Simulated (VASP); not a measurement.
Input of a VASP 6.6.1 run:

Contents of INCAR:

```
SYSTEM = Si16Ge
  PREC = Accurate
  ENCUT = 520
  EDIFF = 1E-7
  ISMEAR = -1
  SIGMA = 0.002
  LREAL = Auto
  LASPH = .True.
  NELM = 100
  ALGO = Normal
  ISIF = 2
  LWAVE = .False.
  LCHARG = .True.
  GGA = PE
  IVDW = 12
  LELF = .True.
  LVHAR = .True.
  NBANDS = 53
```

Contents of KPOINTS:

```
regular mesh
0
Gamma
  2 2 2
  0 0 0
```

POSCAR

```
Si16Ge
1.0
    0.0000000000      5.4300000000      5.4300000000
    5.4300000000      0.0000000000      5.4300000000
    5.4300000000      5.4300000000      0.0000000000
Si Ge
16 1
Direct
    0.0934714549     -0.1469152855     -0.1387016575
    0.0124677716      0.0661510129      0.0678084715
    0.1329650092     -0.0123388582      0.3229281768
    0.3001473297      0.0253959484      0.4834069982
   -0.1718416206      0.4728360958     -0.0443646409
   -0.1497790055      0.6571086556      0.1079926335
    0.1171731123      0.4196961326      0.3660497238
    0.1745395948      0.6003406998      0.6428268877
    0.5247053407     -0.1489594843     -0.1851104972
    0.7053406998     -0.0305893186     -0.1384162063
    0.6898987109     -0.2826427256      0.4792357274
    0.7803038674      0.1767495396      0.4911510129
    0.4105616943      0.5308379374     -0.1231767956
    0.3528545120      0.6265930018      0.1927808471
    0.5344935543      0.5884346225      0.3878084715
    0.8355801105      0.2817127072      0.7282688766
    0.6269797422      0.1012338858      0.2174585635
```

Potentials or basis: VASP PAW PBE potentials, release 64 (Si, Ge_d).

Run with:

```sh
$ cat potpaw_PBE.64/Si/POTCAR potpaw_PBE.64/Ge_d/POTCAR > POTCAR
$ mpirun -np 1 vasp_std > vasp.out
```

Q: Predict the pressure.

A: -2.9 GPa.

Q: What does it give for the largest force?

A: 2.387 eV/Å.

Q: What does it give for the band gap on the k mesh?

A: 0.03 eV.

Q: Predict the dispersion energy per atom.

A: -0.336 eV.

Stress tensor (GPa, compression positive):
```
-4.41  2.07 -0.32
 2.07 -2.55  0.17
-0.32  0.17 -1.75
```

Caveat: the k points lie up to 0.50 Å⁻¹ apart; the atoms stand as in a frame of molecular dynamics; semilocal functionals underestimate gaps, and a narrow one can read as zero.
